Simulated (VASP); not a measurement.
## BN: G0W0 quasiparticle levels with LDA

Crystal: BN.

```
B N
1.0
     0.00000    1.74583    1.74583
     1.74583    0.00000    1.74583
     1.74583    1.74583    0.00000
B N
1 1
Direct
  0.00000 0.00000 0.00000
  0.50000 0.50000 0.50000
```

| Item | Value |
| --- | --- |
| Program | VASP 6.6.1 |
| Task | G0W0 quasiparticle levels |
| Functional | LDA |
| Potentials or basis | VASP PAW LDA potentials, release 64 (B_GW, N_GW) |
| Cutoff | 500 eV |
| k mesh | 4 × 4 × 4 |
| Occupations | gaussian, width 0.01 eV |
| Spin | no spin polarisation |
| Dipole correction | no |
| GW scheme | G0W0 |
| GW iterations | 1 |
| Cutoff of the response function | 150 |
| Frequency points | 48 |
| Empty bands | 120 |
| Further INCAR settings | ALGO = EVGW0; EDIFF = 1e-08; NBANDS = 124 |

```yaml
Quasiparticle_gap: 2.37 eV
Least_direct_quasiparticle_gap: 6.71 eV
Band_gap_of_the_starting_levels_on_the_mesh: 1.96 eV
Least_direct_gap_of_the_starting_levels_on_the_mesh: 5.62 eV
```

Wall time 8.5 s on 1 thread of Intel(R) Xeon(R) 6975P-C (Granite Rapids), on a shared host, peak memory 0.16 GiB.

Caveat: the k points lie up to 0.78 Å⁻¹ apart; bands, screening cutoff and mesh are small and nothing is extrapolated, so the quasiparticle values aren't converged; the structure was generated, so it needn't be the stable form of BN.
